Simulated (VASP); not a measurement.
Set up this calculation in VASP 6.6.1, as the native input.

```
Task                   : single point
Functional             : PBE
Potentials or basis    : VASP PAW PBE potentials, release 64 (Mg, S)
Cutoff                 : 600 eV
k mesh                 : 4 × 4 × 4
Occupations            : gaussian, width 0.01 eV
Spin                   : no spin polarisation
Dipole correction      : no
Further INCAR settings : ALGO = Normal; EDIFF = 1e-06; NBANDS = 11
```

The structure of MgS (m.bgw) lies in POSCAR:

```
MgS
1.0
    0.0000000000      2.6147705030      2.6147705030
    2.6147705030      0.0000000000      2.6147705030
    2.6147705030      2.6147705030      0.0000000000
Mg S
1 1
Direct
    0.0000000000      0.0000000000      0.0000000000
    0.5000000000      0.5000000000      0.5000000000
```

One way to write it, as run:

INCAR

```
PREC = Accurate
ENCUT = 600
EDIFF = 1E-6
ISMEAR = 0
SIGMA = 0.01
LREAL = False
LASPH = True
NELM = 120
ALGO = Normal
ISIF = 2
LWAVE = False
LCHARG = False
GGA = PE
NBANDS = 11
GGA_COMPAT = False
```

KPOINTS

```
Automatic mesh
0
Gamma
  4 4 4
```

Potentials or basis: VASP PAW PBE potentials, release 64 (Mg, S).

Command:

```console
$ cat potpaw_PBE.64/Mg/POTCAR potpaw_PBE.64/S/POTCAR > POTCAR
$ mpirun -np 1 vasp_std > vasp.out
```

Results of the run:

The pressure is 0.1 GPa and the band gap on the k mesh is 2.72 eV, indirect (least direct gap 3.58 eV).

Caveat: the k points lie up to 0.52 Å⁻¹ apart.

Run time: 4 s on 1 thread of AMD EPYC 9R45 96-Core Processor (Zen 5) (shared host), peak memory 0.13 GiB.
